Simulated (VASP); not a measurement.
# Te2Mo in VASP: settings compared, part 2 of 2

VASP 6.6.1.

## (4) Single point, PBEsol

INCAR reads:

```
SYSTEM = Te2Mo
  PREC = Accurate
  ENCUT = 500
  EDIFF = 1E-6
  ISMEAR = 0
  SIGMA = 0.1
  LREAL = .FALSE.
  LASPH = .TRUE.
  NELM = 120
  ALGO = Normal
  ISIF = 2
  LWAVE = .FALSE.
  LCHARG = .FALSE.
  GGA = PS
  NBANDS = 20
  GGA_COMPAT = .FALSE.
```

KPOINTS reads:

```
Automatic mesh
0
G
  6 6 1
  0 0 0
```

POSCAR reads:

```
Te2Mo
1.0
    3.5602328140      0.0000000000      0.0000000000
   -1.7801164070      3.0832520603      0.0000000000
    0.0000000000      0.0000000000     17.5240578200
Te Mo
2 1
Direct
    0.3333333333      0.6666666667      0.8978554500
    0.3333333333      0.6666666667      0.1021445500
    0.0000000000      0.0000000000      0.0000000000
```

Potentials or basis: VASP PAW PBE potentials, release 64 (Te, Mo_sv).

Started as:

```bash
$ cat potpaw_PBE.64/Te/POTCAR potpaw_PBE.64/Mo_sv/POTCAR > POTCAR
$ mpirun -np 1 vasp_std > vasp.out
```

Wall time 21 s (1 thread of Intel Xeon 6975P-C (Granite Rapids), shared host); peak memory 0.29 GiB.

It converged, with:

* Free energy: -19.5838 eV
* Largest force: 0.140 eV/Å
* Band gap on the k mesh: 1.05 eV, direct

Forces on the atoms (eV/Å):
```
Te   0.000  0.000  0.140
Te   0.000  0.000 -0.140
Mo   0.000  0.000  0.000
```

Levels at points of the mesh, in eV from the valence-band top:
```csv
k point,band 11,band 12,band 13,band 14,band 15,band 16
"(0.00, 0.00, 0.00)",-0.90,-0.90,-0.38,3.07,3.07,3.37
"(0.50, 0.00, 0.00)",-1.54,-0.71,-0.34,1.39,1.74,3.32
```

Caveat: the PAW data sets were made with another functional, which shifts forces and pressure a little; spin-orbit coupling is left out, which moves the levels of the heavy elements.

## (5) Single point, PBEsol

INCAR reads:

```
PREC = Accurate
ENCUT = 500
EDIFF = 1E-6
ISMEAR = 0
SIGMA = 0.1
LREAL = False
LASPH = True
NELM = 120
ALGO = Normal
ISIF = 2
LWAVE = False
LCHARG = True
GGA = PS
LELF = True
LVHAR = True
NBANDS = 20
GGA_COMPAT = False
```

KPOINTS reads:

```
regular mesh
0
Gamma
  6 6 1
```

POSCAR is that of step 4.

Potentials or basis: VASP PAW PBE potentials, release 64 (Te, Mo_sv).

Started as:

```bash
$ cat potpaw_PBE.64/Te/POTCAR potpaw_PBE.64/Mo_sv/POTCAR > POTCAR
$ mpirun -np 1 vasp_std > vasp.out
```

OUTCAR:

```text
PREC = Accurate
   ENCUT = 500
   EDIFF = 1E-6
   ISMEAR = 0
   LREAL = False
   LASPH = True
   NELM = 120
   ISIF = 2
   GGA = PS

 ion  position               nearest neighbor table
   1  0.333  0.667  0.898-   3 2.73   3 2.73   3 2.73   2 3.58
   2  0.333  0.667  0.102-   3 2.73   3 2.73   3 2.73   1 3.58
   3  0.000  0.000  0.000-   1 2.73   2 2.73   1 2.73   2 2.73   1 2.73   2 2.73

  LATTYP: Found a hexagonal cell.
 ALAT       =     3.5602328140
 C/A-ratio  =     4.9221662558

  Lattice vectors:

 A1 = (   3.5602328140,   0.0000000000,   0.0000000000)
 A2 = (  -1.7801164070,   3.0832520603,   0.0000000000)
 A3 = (   0.0000000000,   0.0000000000,  17.5240578200)

Analysis of symmetry for initial positions (statically):
=====================================================================
 Subroutine PRICEL returns:
 Original cell was already a primitive cell.

 Routine SETGRP: Setting up the symmetry group for a
 hexagonal supercell.

 Subroutine GETGRP returns: Found 12 space group operations
 (whereof 12 operations were pure point group operations)
[... 145 lines left out ...]
  free energy    TOTEN  =       -19.58381010 eV

  energy without entropy =      -19.58381010  energy(sigma->0) =      -19.58381010

 E-fermi :   0.6040     XC(G=0):  -4.7509

 val. band max:        0.0016412906   @ k =   0.3333   0.3333   0.0000
 cond. band min:       1.0471642758   @ k =   0.3333   0.3333   0.0000
 fundamental gap:      1.0455229852
 Fermi energy:         0.6040271352

 k-point     1 :       0.0000    0.0000    0.0000
  band No.  band energies     occupation
      1     -60.5734      2.00000
      2     -34.7485      2.00000
      3     -34.6453      2.00000
      4     -34.6453      2.00000
      5     -12.5493      2.00000
      6     -11.5618      2.00000
[... 150 lines left out ...]
     19       5.1771      0.00000
     20       7.3921      0.00000

------------------------ aborting loop because EDIFF is reached ----------------------------------------

  FORCE on cell =-STRESS in cart. coord.  units (eV):
  Direction    XX          YY          ZZ          XY          YZ          ZX
  --------------------------------------------------------------------------------------
  -------------------------------------------------------------------------------------
  Total       -1.5824388     -1.5824388     -0.5113331     -0.0000000      0.0000000      0.0000000
  in kB      -13.1799996    -13.1799996     -4.2588504     -0.0000000      0.0000000      0.0000000
  external PRESSURE =     -10.2062832 kB  Pullay stress =       0.0000000 kB

 VOLUME and BASIS-vectors are now :
 -----------------------------------------------------------------------------
  energy-cutoff  :      500.00
  volume of cell :      192.36
      direct lattice vectors                 reciprocal lattice vectors
     3.560232814  0.000000000  0.000000000     0.280880508  0.162166437  0.000000000
    -1.780116407  3.083252060  0.000000000     0.000000000  0.324332873  0.000000000
     0.000000000  0.000000000 17.524057820     0.000000000  0.000000000  0.057064409

 POSITION                                       TOTAL-FORCE (eV/Angst)
 -----------------------------------------------------------------------------------
     -0.00000      2.05550     15.73407         0.000000      0.000000      0.140333
     -0.00000      2.05550      1.78999         0.000000      0.000000     -0.140333
      0.00000      0.00000      0.00000        -0.000000      0.000000      0.000000
 -----------------------------------------------------------------------------------
    total drift:                                0.000000     -0.000000     -0.000000

  FREE ENERGIE OF THE ION-ELECTRON SYSTEM (eV)
  ---------------------------------------------------
  free  energy   TOTEN  =       -19.5838100995 eV

  energy  without entropy=      -19.5838100995  energy(sigma->0) =      -19.58381010
```

It took 23 s on 1 thread of Intel Xeon 6975P-C (Granite Rapids), shared host; peak memory 0.3 GiB.

Results:

```yaml
Free_energy: -19.5838 eV
Largest_force: 0.140 eV/Å
Band_gap_on_the_k_mesh: 1.05 eV, direct
```

Forces in eV/Å, atoms in the order of the input:
```
Te   0.000  0.000  0.140
Te   0.000  0.000 -0.140
Mo   0.000  0.000  0.000
```

Levels at points of the mesh, in eV from the valence-band top:
| k point | band 11 | band 12 | band 13 | band 14 | band 15 | band 16 |
| --- | --- | --- | --- | --- | --- | --- |
| (0.00, 0.00, 0.00) | -0.90 | -0.90 | -0.38 | 3.07 | 3.07 | 3.37 |
| (0.50, 0.00, 0.00) | -1.54 | -0.71 | -0.34 | 1.39 | 1.74 | 3.32 |

Caveat: the PAW data sets were made with another functional, which shifts forces and pressure a little; spin-orbit coupling is left out, which moves the levels of the heavy elements.

## (6) Single point, PBE

This run uses another cell than the first one, of 65.40 Å³/atom, 1.020 times its volume.

INCAR reads:

```
SYSTEM = Te2Mo
PREC = Accurate
ENCUT = 500
EDIFF = 1E-6
ISMEAR = 0
SIGMA = 0.1
LREAL = .FALSE.
LASPH = .TRUE.
NELM = 120
ALGO = Normal
ISIF = 2
LWAVE = .FALSE.
LCHARG = .FALSE.
GGA = PE
NBANDS = 20
GGA_COMPAT = .FALSE.
```

KPOINTS reads:

```
Automatic mesh
0
G
  6 6 1
  0 0 0
```

POSCAR reads:

```
Te2Mo
1.0
    3.5838112019      0.0000000000      0.0000000000
   -1.7919056009      3.1036715432      0.0000000000
    0.0000000000      0.0000000000     17.6401145653
Te Mo
2 1
Direct
    0.3333333333      0.6666666667      0.8978554500
    0.3333333333      0.6666666667      0.1021445500
    0.0000000000      0.0000000000      0.0000000000
```

Potentials or basis: VASP PAW PBE potentials, release 64 (Te, Mo_sv).

Started as:

```bash
$ cat potpaw_PBE.64/Te/POTCAR potpaw_PBE.64/Mo_sv/POTCAR > POTCAR
$ mpirun -np 1 vasp_std > vasp.out
```

Run time: 23 s. Hardware: 1 thread of Intel Xeon 6975P-C (Granite Rapids), shared host; peak memory 0.31 GiB.

It converged, with:

```yaml
Free_energy: -18.0180 eV
Largest_force: 0.041 eV/Å
Band_gap_on_the_k_mesh: 1.02 eV, direct
```

Forces in eV/Å, atoms in the order of the input:
```
Te   0.000  0.000  0.041
Te   0.000  0.000 -0.041
Mo   0.000  0.000  0.000
```

Levels at points of the mesh, in eV from the valence-band top:
```
           k point  band 9  band 10  band 11  band 12  band 13  band 14  band 15  band 16  band 17  band 18
(0.00, 0.00, 0.00)   -1.66    -1.60    -0.90    -0.90    -0.37     2.97     2.97     3.24     3.24     4.16
(0.50, 0.00, 0.00)   -3.25    -2.26    -1.54    -0.69    -0.37     1.34     1.68     3.24     3.60     3.93
```

Caveat: spin-orbit coupling is left out, which moves the levels of the heavy elements.

## (7) The runs side by side

| level | potentials or basis | cell | gap on the mesh (eV) | largest force (eV/Å) |
| --- | --- | --- | --- | --- |
| LDA | VASP PAW LDA potentials, release 64 (Te, Mo_sv) | a = 3.560, b = 3.560, c = 17.524 Å, angles 90.0, 90.0, 120.0°, 3 atoms | 1.04 | 0.36 |
| PBEsol | VASP PAW PBE potentials, release 64 (Te, Mo_sv) | a = 3.560, b = 3.560, c = 17.524 Å, angles 90.0, 90.0, 120.0°, 3 atoms | 1.05 | 0.14 |
| PBE | VASP PAW PBE potentials, release 64 (Te, Mo_sv) | a = 3.584, b = 3.584, c = 17.640 Å, angles 90.0, 90.0, 120.0°, 3 atoms | 1.02 | 0.04 |

Alike in all rows: task single point; no spin polarisation; k mesh 6 × 6 × 1; cutoff (eV) 500; smearing gaussian 0.1 eV.

Caveats: spin-orbit coupling is left out, which moves the levels of the heavy elements; the PAW data sets were made with another functional, which shifts forces and pressure a little (some runs).

Absolute energies hang on the potentials; compare differences alone.
